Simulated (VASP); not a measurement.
The system is NaCl.

```
Cl Na
1.0
     3.50219    0.00000    0.00000
     0.00000    3.50219    0.00000
     0.00000    0.00000    3.50219
Cl Na
1 1
Cartesian
  1.7511 1.7511 1.7511
  0.0000 0.0000 0.0000
```

| Property | Result |
| --- | --- |
| Program | VASP 6.6.1 |
| Task | relaxation of cell and atoms |
| Functional | revPBE |
| Potentials or basis | VASP PAW PBE potentials, release 64 (Cl, Na_pv) |
| Cutoff | 600 eV |
| k mesh | 8 × 8 × 8 |
| Occupations | fermi-dirac, width 0.05 eV |
| Spin | no spin polarisation |

At the start: pressure 1.7 GPa; volume 21.48 Å³/atom.

Task: How do energy, volume and symmetry change on relaxing?

Result: Over 3 steps the energy falls by 7.4 meV/atom and the volume is 23.00 Å³/atom (+7.1 %); space group Pm-3m (No. 221, to 0.1 Å) before and after.

Step by step:
```tsv
step	energy change (eV)	largest force (eV/Å)	pressure (GPa)	volume (Å³)
1	0.0000	0.0000	1.69	42.96
2	-0.0110	0.0000	0.86	44.38
3	-0.0148	0.0000	0.04	46.00
```

Final structure:
```
Cl Na
1.0
     3.58299    0.00000    0.00000
     0.00000    3.58299    0.00000
     0.00000    0.00000    3.58299
Cl Na
1 1
Cartesian
  1.7915 1.7915 1.7915
  0.0000 0.0000 0.0000
```

Caveat: the PAW data sets were made with another functional, which shifts forces and pressure a little.
